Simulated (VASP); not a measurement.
# Ca (a cell with a defect) in VASP: further runs

Ca (a cell with a defect) is run at these levels: PBEsol; tasks: single point.

All numbers are computed with VASP 6.6.1; they aren't measurements. Logs are shortened: lines on timing, memory, paths and dates and some standing lists are left out, and cuts for length are marked.

## Step 1: The cell of the first run

The cell holds a defect, 7 atoms: a = 7.760 Å, b = 7.760 Å, c = 7.760 Å, α = 109.47°, β = 109.47°, γ = 109.47°.

## Step 2: Single point, PBEsol

Contents of INCAR:

```
PREC = Accurate
ENCUT = 520
EDIFF = 1E-6
ISMEAR = 0
SIGMA = 0.1
LREAL = False
LASPH = True
NELM = 80
ALGO = Normal
ISIF = 2
LWAVE = False
LCHARG = True
GGA = PS
LELF = True
LVHAR = True
NBANDS = 44
```

Contents of KPOINTS:

```
Automatic mesh
0
Gamma
  2 2 2
```

Contents of POSCAR:

```
Ca
1.0
   -4.4800000000      4.4800000000      4.4800000000
    4.4800000000     -4.4800000000      4.4800000000
    4.4800000000      4.4800000000     -4.4800000000
Ca
7
Direct
    0.0000000000      0.0000000000      0.5000000000
    0.0000000000      0.5000000000      0.0000000000
    0.0000000000      0.5000000000      0.5000000000
    0.5000000000      0.0000000000      0.0000000000
    0.5000000000      0.0000000000      0.5000000000
    0.5000000000      0.5000000000      0.0000000000
    0.5000000000      0.5000000000      0.5000000000
```

Potentials or basis: VASP PAW PBE potentials, release 64 (Ca_sv).

Run with:

```console
> cat potpaw_PBE.64/Ca_sv/POTCAR > POTCAR
> mpirun -np 1 vasp_std > vasp.out
```

OUTCAR:

```text
PREC = Accurate
   ENCUT = 520
   EDIFF = 1E-6
   ISMEAR = 0
   LREAL = False
   LASPH = True
   NELM = 80
   ISIF = 2
   GGA = PS

 ion  position               nearest neighbor table
   1  0.000  0.000  0.500-
   2  0.000  0.500  0.000-
   3  0.000  0.500  0.500-
   4  0.500  0.000  0.000-
   5  0.500  0.000  0.500-
   6  0.500  0.500  0.000-
   7  0.500  0.500  0.500-

  LATTYP: Found a body centered cubic cell.
 ALAT       =     8.9600000000

  Lattice vectors:

 A1 = (  -4.4800000000,   4.4800000000,   4.4800000000)
 A2 = (   4.4800000000,  -4.4800000000,   4.4800000000)
 A3 = (   4.4800000000,   4.4800000000,  -4.4800000000)

Analysis of symmetry for initial positions (statically):
=====================================================================
 Subroutine PRICEL returns:
 Original cell was already a primitive cell.

 Routine SETGRP: Setting up the symmetry group for a
 body centered cubic supercell.

 Subroutine GETGRP returns: Found 48 space group operations
[... 9 lines left out ...]

 Routine SETGRP: Setting up the symmetry group for a
 body centered cubic supercell.

 Subroutine GETGRP returns: Found 48 space group operations
[... 11 lines left out ...]
                                     Primitive cell

  volume of cell :     359.6616

  direct lattice vectors                    reciprocal lattice vectors
    -4.480000000  4.480000000  4.480000000     0.000000000  0.111607143  0.111607143
     4.480000000 -4.480000000  4.480000000     0.111607143  0.000000000  0.111607143
     4.480000000  4.480000000 -4.480000000     0.111607143  0.111607143  0.000000000

  length of vectors
     7.759587618  7.759587618  7.759587618     0.157836335  0.157836335  0.157836335

  position of ions in fractional coordinates (direct lattice)
     0.000000000  0.000000000  0.500000000
     0.000000000  0.500000000  0.000000000
     0.000000000  0.500000000  0.500000000
     0.500000000  0.000000000  0.000000000
     0.500000000  0.000000000  0.500000000
     0.500000000  0.500000000  0.000000000
     0.500000000  0.500000000  0.500000000

  ion indices of the primitive-cell ions
   primitive index   ion index
                 1           1
                 2           2
                 3           3
                 4           4
                 5           5
                 6           6
                 7           7

----------------------------------------------------------------------------------------

 KPOINTS: Automatic mesh

Automatic generation of k-mesh.
 Grid dimensions read from file:
 generate k-points for:    2    2    2

 Generating k-lattice:

  Cartesian coordinates                     Fractional coordinates (reciprocal lattice)
     0.000000000  0.055803571  0.055803571     0.500000000  0.000000000  0.000000000
     0.055803571  0.000000000  0.055803571     0.000000000  0.500000000  0.000000000
     0.055803571  0.055803571  0.000000000     0.000000000  0.000000000  0.500000000

  Length of vectors
     0.078918168  0.078918168  0.078918168

  Shift w.r.t. Gamma in fractional coordinates (k-lattice)
     0.000000000  0.000000000  0.000000000

 Subroutine IBZKPT returns following result:
 ===========================================

 Found      3 irreducible k-points:

 Following reciprocal coordinates:
            Coordinates               Weight
  0.000000  0.000000  0.000000      1.000000
  0.500000  0.000000  0.000000      6.000000
  0.500000  0.500000  0.500000      1.000000
   k-points           NKPTS =      3   k-points in BZ     NKDIM =      3   number of bands    NBANDS=     44
   number of dos      NEDOS =    301   number of ions     NIONS =      7
   total plane-waves  NPLWV = 216000
   dimension x,y,z NGX =    60 NGY =   60 NGZ =   60
   dimension x,y,z NGXF=   120 NGYF=  120 NGZF=  120
   ions per type =               7
   NGX,Y,Z   is equivalent  to a cutoff of  12.85, 12.85, 12.85 a.u.
   NGXF,Y,Z  is equivalent  to a cutoff of  25.71, 25.71, 25.71 a.u.
 SYSTEM =  unknown system
   PREC   = accura    normal or accurate (medium, high low for compatibility)
   ISTART =      0    job   : 0-new  1-cont  2-samecut
   ICHARG =      2    charge: 1-file 2-atom 10-const
   ISPIN  =      1    spin polarized calculation?
   LNONCOLLINEAR =      F non collinear calculations
   LSORBIT =      F    spin-orbit coupling
   LASPH  =      T    aspherical Exc in radial PAW
   ENCUT  =  520.0 eV  38.22 Ry    6.18 a.u.  14.43 14.43 14.43*2*pi/ulx,y,z
   NELM   =     80;   NELMIN=  2; NELMDL= -5     # of ELM steps
   EDIFF  = 0.1E-05   stopping-criterion for ELM
   LREAL  =      F    real-space projection
   EDIFFG = 0.1E-04   stopping-criterion for IOM
   NSW    =      0    number of steps for IOM
   IBRION =     -1    ionic relax: 0-MD 1-quasi-New 2-CG
   NFREE  =      0    steps in history (QN), initial steepest desc. (CG)
   ISIF   =      2    stress and relaxation
   ISYM   =      2    0-nonsym 1-usesym 2-fastsym
   POTIM  = 0.5000    time-step for ionic-motion
   TEBEG  =    0.0;   TEEND  =   0.0 temperature during run
   PSTRESS=    0.0 pullay stress
   NELECT =      70.0000    total number of electrons
   NUPDOWN=      -1.0000    fix difference up-down
   EMIN   =  10.00;   EMAX   =-10.00  energy-range for DOS
   EFERMI =   0.00;   METHOD = LEGACY
   ISMEAR =     0;   SIGMA  =   0.10  broadening in eV -4-tet -1-fermi 0-gaus
   EFERMI_NEDOS =   21; number of points for ismear=-14 and -15
   IALGO  =     38    algorithm
   IMIX   =      4    mixing-type and parameters
     AMIX     =   0.40;   BMIX     =  1.00
     AMIX_MAG =   1.60;   BMIX_MAG =  1.00
  volume/ion in A,a.u.               =      51.38       346.73
  Fermi-wavevector in a.u.,A,eV,Ry     =   0.948730  1.792841 12.246460  0.900089
  Thomas-Fermi vector in A             =   2.076947
   LORBIT       =      0    0 simple, 1 ext, 2 COOP (PROOUT), +10 PAW based schemes
   GGA     = PS    functional components
   LHFCALC =     F    Hartree Fock is set to
   AEXX    =    0.0000 exact exchange contribution
   IVDW    =     0    specifies the selected vdW correction
   LEPSILON=     F    determine dielectric tensor
   LRPA    =     F    only Hartree local field effects (RPA)
 non-spin polarized calculation
 Gauss-broadening in eV      SIGMA  =   0.10
  energy-cutoff  :      520.00
  volume of cell :      359.66
 maximum number of plane-waves:      9704
 NGX is ok and might be reduce to    60
   NGX = 29   NGY = 29   NGZ = 29

 number of electron      70.0000010 magnetization

 Free energy of the ion-electron system (eV)
  ---------------------------------------------------
  ext. energy  EPLUGINS =         0.00000000
  ---------------------------------------------------
  free energy    TOTEN  =       -13.60217695 eV

  energy without entropy =      -13.54043322  energy(sigma->0) =      -13.57130509

 E-fermi :   1.1672     XC(G=0):  -7.1473

 val. band max:        1.1335290037   @ k =   0.5000   0.0000   0.0000
 cond. band min:       1.2822662454   @ k =   0.5000   0.0000   0.0000
 fundamental gap:      0.1487372417
 Fermi energy:         1.1671644421

 k-point     1 :       0.0000    0.0000    0.0000
  band No.  band energies     occupation
      1     -41.1827      2.00000
      2     -41.1812      2.00000
      3     -41.1812      2.00000
      4     -41.1812      2.00000
      5     -40.9404      2.00000
      6     -40.9397      2.00000
[... 36 lines left out ...]
     43       1.6077      0.00000
     44       2.3409      0.00000

 k-point     2 :       0.5000    0.0000    0.0000
  band No.  band energies     occupation
      1     -41.1819      2.00000
      2     -41.1818      2.00000
      3     -41.1812      2.00000
      4     -41.1812      2.00000
      5     -40.9402      2.00000
      6     -40.9400      2.00000
[... 36 lines left out ...]
     43       2.1927      0.00000
     44       2.3009      0.00000

 k-point     3 :       0.5000    0.5000    0.5000
  band No.  band energies     occupation
      1     -41.1818      2.00000
      2     -41.1818      2.00000
      3     -41.1818      2.00000
      4     -41.1806      2.00000
      5     -40.9403      2.00000
      6     -40.9403      2.00000
[... 36 lines left out ...]
     43       2.4823      0.00000
     44       2.5734      0.00000

------------------------ aborting loop because EDIFF is reached ----------------------------------------

  FORCE on cell =-STRESS in cart. coord.  units (eV):
  Direction    XX          YY          ZZ          XY          YZ          ZX
  --------------------------------------------------------------------------------------
  -------------------------------------------------------------------------------------
  Total       -3.6078824     -3.6078824     -3.6078824      0.0000000     -0.0000000      0.0000000
  in kB      -16.0719630    -16.0719630    -16.0719630      0.0000000     -0.0000000      0.0000000
  external PRESSURE =     -16.0719630 kB  Pullay stress =       0.0000000 kB

 VOLUME and BASIS-vectors are now :
 -----------------------------------------------------------------------------
  energy-cutoff  :      520.00
  volume of cell :      359.66
      direct lattice vectors                 reciprocal lattice vectors
    -4.480000000  4.480000000  4.480000000     0.000000000  0.111607143  0.111607143
     4.480000000 -4.480000000  4.480000000     0.111607143  0.000000000  0.111607143
     4.480000000  4.480000000 -4.480000000     0.111607143  0.111607143  0.000000000

 POSITION                                       TOTAL-FORCE (eV/Angst)
 -----------------------------------------------------------------------------------
      2.24000      2.24000     -2.24000        -0.000000      0.000000     -0.000000
      2.24000     -2.24000      2.24000         0.000000     -0.000000     -0.000000
      4.48000      0.00000      0.00000        -0.000000      0.000000      0.000000
     -2.24000      2.24000      2.24000         0.000000     -0.000000      0.000000
      0.00000      4.48000      0.00000         0.000000     -0.000000     -0.000000
      0.00000      0.00000      4.48000        -0.000000     -0.000000      0.000000
      2.24000      2.24000      2.24000        -0.000000      0.000000     -0.000000
 -----------------------------------------------------------------------------------
    total drift:                               -0.000000     -0.000000      0.000000

  FREE ENERGIE OF THE ION-ELECTRON SYSTEM (eV)
  ---------------------------------------------------
  free  energy   TOTEN  =       -13.6021769533 eV

  energy  without entropy=      -13.5404332226  energy(sigma->0) =      -13.57130509
```

Run time: 45 s. Hardware: 1 thread of Intel Xeon 6975P-C (Granite Rapids), shared host; peak memory 0.46 GiB.

Results:

| Item | Value |
| --- | --- |
| Free energy | -13.6022 eV |
| Pressure | -1.6 GPa |
| Band gap on the k mesh | zero (band 35 reaches 1.66 eV, above the bottom of band 36 at 1.08 eV) |

Levels at points of the mesh, in eV from the Fermi level:
| k point | band 32 | band 33 | band 34 | band 35 | band 36 | band 37 | band 38 | band 39 |
| --- | --- | --- | --- | --- | --- | --- | --- | --- |
| (0.00, 0.00, 0.00) | -0.72 | -0.72 | -0.72 | -0.09 | -0.09 | -0.09 | -0.09 | 0.36 |
| (0.50, 0.00, 0.00) | -1.08 | -0.93 | -0.63 | -0.03 | 0.12 | 0.25 | 0.38 | 0.59 |
| (0.50, 0.50, 0.50) | -1.85 | -1.85 | -1.05 | 0.49 | 0.49 | 0.49 | 0.54 | 0.54 |

Caveat: the k points lie up to 0.50 Å⁻¹ apart; the PAW data sets were made with another functional, which shifts forces and pressure a little.

## Step 3: Single point, PBEsol

Contents of INCAR:

```
SYSTEM = Ca
PREC = Accurate
ENCUT = 520
EDIFF = 1E-7
ISMEAR = 0
SIGMA = 0.1
LREAL = .False.
LASPH = .True.
NELM = 80
ALGO = Normal
ISIF = 2
LWAVE = .False.
LCHARG = .False.
GGA = PS
NBANDS = 44
```

Contents of KPOINTS:

```
Automatic mesh
0
Gamma
  2 2 2
  0 0 0
```

POSCAR, as its differences from that of step 2:

```diff
@@ -8,3 +8,3 @@
 Direct
-    0.0000000000      0.0000000000      0.5000000000
+    0.0000000000      0.0000000000      0.0000000000
     0.0000000000      0.5000000000      0.0000000000
```

Potentials or basis: VASP PAW PBE potentials, release 64 (Ca_sv).

Run with:

```console
> cat potpaw_PBE.64/Ca_sv/POTCAR > POTCAR
> mpirun -np 1 vasp_std > vasp.out
```

OUTCAR:

```text
SYSTEM = Ca
   PREC = Accurate
   ENCUT = 520
   EDIFF = 1E-7
   ISMEAR = 0
   LREAL = .False.
   LASPH = .True.
   NELM = 80
   ISIF = 2
   GGA = PS

 ion  position               nearest neighbor table
   1  0.000  0.000  0.000-
   2  0.000  0.500  0.000-
   3  0.000  0.500  0.500-
   4  0.500  0.000  0.000-
   5  0.500  0.000  0.500-
   6  0.500  0.500  0.000-
   7  0.500  0.500  0.500-

  LATTYP: Found a body centered cubic cell.
 ALAT       =     8.9600000000

  Lattice vectors:

 A1 = (  -4.4800000000,   4.4800000000,   4.4800000000)
 A2 = (   4.4800000000,  -4.4800000000,   4.4800000000)
 A3 = (   4.4800000000,   4.4800000000,  -4.4800000000)

Analysis of symmetry for initial positions (statically):
=====================================================================
 Subroutine PRICEL returns:
 Original cell was already a primitive cell.

 Routine SETGRP: Setting up the symmetry group for a
 body centered cubic supercell.

 Subroutine GETGRP returns: Found 48 space group operations
 (whereof 12 operations were pure point group operations)
 out of a pool of 48 trial point group operations.

The static configuration has the point symmetry D_3d.
 The point group associated with its full space group is O_h .

Analysis of symmetry for dynamics (positions and initial velocities):
=====================================================================
 Subroutine PRICEL returns:
 Original cell was already a primitive cell.

 Routine SETGRP: Setting up the symmetry group for a
 body centered cubic supercell.

[... 109 lines left out ...]
   EFERMI_NEDOS =   21; number of points for ismear=-14 and -15
   IALGO  =     38    algorithm
   IMIX   =      4    mixing-type and parameters
     AMIX     =   0.40;   BMIX     =  1.00
     AMIX_MAG =   1.60;   BMIX_MAG =  1.00
  volume/ion in A,a.u.               =      51.38       346.73
  Fermi-wavevector in a.u.,A,eV,Ry     =   0.948730  1.792841 12.246460  0.900089
  Thomas-Fermi vector in A             =   2.076947
   LORBIT       =      0    0 simple, 1 ext, 2 COOP (PROOUT), +10 PAW based schemes
   GGA     = PS    functional components
   LHFCALC =     F    Hartree Fock is set to
   AEXX    =    0.0000 exact exchange contribution
   IVDW    =     0    specifies the selected vdW correction
   LEPSILON=     F    determine dielectric tensor
   LRPA    =     F    only Hartree local field effects (RPA)
 non-spin polarized calculation
 Gauss-broadening in eV      SIGMA  =   0.10
  energy-cutoff  :      520.00
  volume of cell :      359.66
 maximum number of plane-waves:      9704
 NGX is ok and might be reduce to    60
   NGX = 29   NGY = 29   NGZ = 29

 number of electron      70.0000010 magnetization

 Free energy of the ion-electron system (eV)
  ---------------------------------------------------
  ext. energy  EPLUGINS =         0.00000000
  ---------------------------------------------------
  free energy    TOTEN  =       -13.60218040 eV

  energy without entropy =      -13.54042218  energy(sigma->0) =      -13.57130129

 E-fermi :   1.1669     XC(G=0):  -7.1474

 val. band max:        1.1332142108   @ k =   0.5000   0.0000   0.0000
 cond. band min:       1.2819362495   @ k =   0.5000   0.0000   0.0000
 fundamental gap:      0.1487220387
 Fermi energy:         1.1668593913

 k-point     1 :       0.0000    0.0000    0.0000
  band No.  band energies     occupation
      1     -41.1831      2.00000
      2     -41.1816      2.00000
      3     -41.1816      2.00000
      4     -41.1816      2.00000
      5     -40.9402      2.00000
      6     -40.9396      2.00000
[... 130 lines left out ...]
     43       2.4820      0.00000
     44       2.5731      0.00000

------------------------ aborting loop because EDIFF is reached ----------------------------------------

  FORCE on cell =-STRESS in cart. coord.  units (eV):
  Direction    XX          YY          ZZ          XY          YZ          ZX
  --------------------------------------------------------------------------------------
  -------------------------------------------------------------------------------------
  Total       -3.5847957     -3.5847957     -3.5847957      0.0000000     -0.0000000      0.0000000
  in kB      -15.9691192    -15.9691192    -15.9691192      0.0000000     -0.0000000      0.0000000
  external PRESSURE =     -15.9691192 kB  Pullay stress =       0.0000000 kB

 VOLUME and BASIS-vectors are now :
 -----------------------------------------------------------------------------
  energy-cutoff  :      520.00
  volume of cell :      359.66
      direct lattice vectors                 reciprocal lattice vectors
    -4.480000000  4.480000000  4.480000000     0.000000000  0.111607143  0.111607143
     4.480000000 -4.480000000  4.480000000     0.111607143  0.000000000  0.111607143
     4.480000000  4.480000000 -4.480000000     0.111607143  0.111607143  0.000000000

 POSITION                                       TOTAL-FORCE (eV/Angst)
 -----------------------------------------------------------------------------------
      0.00000      0.00000      0.00000        -0.000000     -0.000000     -0.000000
      2.24000     -2.24000      2.24000         0.000000      0.000000      0.000000
      4.48000      0.00000      0.00000        -0.000000      0.000000     -0.000000
     -2.24000      2.24000      2.24000        -0.000000     -0.000000      0.000000
      0.00000      4.48000      0.00000         0.000000      0.000000      0.000000
      0.00000      0.00000      4.48000        -0.000000      0.000000     -0.000000
      2.24000      2.24000      2.24000         0.000000     -0.000000     -0.000000
 -----------------------------------------------------------------------------------
    total drift:                               -0.000000     -0.000000      0.000000

  FREE ENERGIE OF THE ION-ELECTRON SYSTEM (eV)
  ---------------------------------------------------
  free  energy   TOTEN  =       -13.6021804014 eV

  energy  without entropy=      -13.5404221795  energy(sigma->0) =      -13.57130129
```

OSZICAR:

```text
N       E                     dE             d eps       ncg     rms          rms(c)
DAV:   1     0.680397474429E+03    0.68040E+03   -0.32992E+04   280   0.140E+03
DAV:   2     0.326584335327E+02   -0.64774E+03   -0.64077E+03   276   0.425E+02
DAV:   3    -0.700485039520E+01   -0.39663E+02   -0.39060E+02   404   0.771E+01
DAV:   4    -0.132660022821E+02   -0.62612E+01   -0.62268E+01   432   0.246E+01
DAV:   5    -0.138671354601E+02   -0.60113E+00   -0.60070E+00   392   0.635E+00    0.636E+00
DAV:   6    -0.136505199900E+02    0.21662E+00   -0.52550E-01   368   0.322E+00    0.350E+00
DAV:   7    -0.136021864482E+02    0.48334E-01   -0.38502E-01   320   0.255E+00    0.554E-01
DAV:   8    -0.136021728290E+02    0.13619E-04   -0.46491E-02   400   0.925E-01    0.266E-01
DAV:   9    -0.136021496944E+02    0.23135E-04   -0.24793E-03   400   0.232E-01    0.703E-02
DAV:  10    -0.136021893290E+02   -0.39635E-04   -0.34874E-04   392   0.952E-02    0.318E-02
DAV:  11    -0.136021739324E+02    0.15397E-04   -0.53932E-05   360   0.438E-02    0.196E-02
DAV:  12    -0.136021798111E+02   -0.58787E-05   -0.72955E-06   360   0.147E-02    0.483E-03
DAV:  13    -0.136021809494E+02   -0.11383E-05   -0.37155E-06   344   0.650E-03    0.219E-03
DAV:  14    -0.136021803696E+02    0.57980E-06   -0.18241E-07   272   0.205E-03    0.164E-04
DAV:  15    -0.136021804014E+02   -0.31810E-07   -0.16853E-08   192   0.712E-04
   1 F= -.13602180E+02 E0= -.13571301E+02  d E =-.617582E-01
```

Wall time 52 s (1 thread of Intel Xeon 6975P-C (Granite Rapids), shared host); peak memory 0.43 GiB.

What came out:

- Free energy: -13.6022 eV
- Pressure: -1.6 GPa
- Band gap on the k mesh: zero (band 35 reaches 1.66 eV, above the bottom of band 36 at 1.08 eV)

Caveat: the k points lie up to 0.50 Å⁻¹ apart; the PAW data sets were made with another functional, which shifts forces and pressure a little.
